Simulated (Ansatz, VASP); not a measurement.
**One calculation of As, two programs**

```
CELL_PARAMETERS angstrom
1.87972 1.08526 3.32795
-1.87972 1.08526 3.32795
0.00000 -2.17052 3.32795
ATOMIC_POSITIONS crystal
As 0.23061 0.23061 0.23061
As 0.76939 0.76939 0.76939
```

Alike in both runs: functional LDA; k mesh 14 × 14 × 14; occupations gaussian, width 0.05 eV; no spin polarisation.

Ansatz relaxed the structure, and its values are those at the end. VASP's run is a single point on that final structure, the one shown.

|  | VASP | Ansatz |
| --- | --- | --- |
| version | VASP 6.6.1 | Ansatz 0.2.0 |
| potentials or method | VASP PAW LDA potentials, release 64 (As), cutoff 520 eV | scalar-relativistic, plane waves, PAW |
| valence electrons in the cell | 10 | 30 |

|  | VASP | Ansatz | Ansatz less VASP |
| --- | --- | --- | --- |
| pressure (GPa) | 0.4 | 0.0 | -0.45 |
| rms of the force components (eV/Å) | 0.034 | 0.003 | -0.0310 |

LDA's correlation is that of Perdew and Zunger in VASP and of Perdew and Wang (1992) in Ansatz. VASP's potentials hold 10 valence electrons a cell and Ansatz's 30, so a difference there can come from the potentials and not from the codes.
